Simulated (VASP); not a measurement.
A run of VASP 6.6.1 is set up as follows.

Contents of INCAR:

```
SYSTEM = SiC
ALGO = Normal
EDIFF = 1E-7
EDIFFG = -0.01
ENCUT = 600
GGA = PE
IBRION = 2
ISIF = 3
ISMEAR = 0
LASPH = .True.
LCHARG = .False.
LREAL = .False.
LWAVE = .False.
NELM = 80
NSW = 100
PREC = Accurate
SIGMA = 0.02
```

KPOINTS

```
k-points
0
Gamma
  12 12 6
  0 0 0
```

File POSCAR:

```
SiC
1.0
    3.0950049463      0.0000000000      0.0000000000
   -1.5475024731      2.6803529083      0.0000000000
    0.0000000000      0.0000000000      5.6843388287
Si C
1 1
Direct
    0.6666666667      0.3333333333      0.0000000000
    0.3333333333      0.6666666667      0.0000000000
```

Potentials or basis: VASP PAW PBE potentials, release 64 (Si, C).

Launch:

```sh
$ cat potpaw_PBE.64/Si/POTCAR potpaw_PBE.64/C/POTCAR > POTCAR
$ mpirun -np 1 vasp_std > vasp.out
```

(1) Predict the relaxed cell.

(2) What does it give for the relaxed volume?

(3) Estimate the space group after relaxing (to 0.05 Å).

Answers

(1) a = 3.095 Å, b = 3.095 Å, c = 4.879 Å, α = 90.00°, β = 90.00°, γ = 120.00°.

(2) 20.24 Å³/atom.

(3) P-6m2 (No. 187).
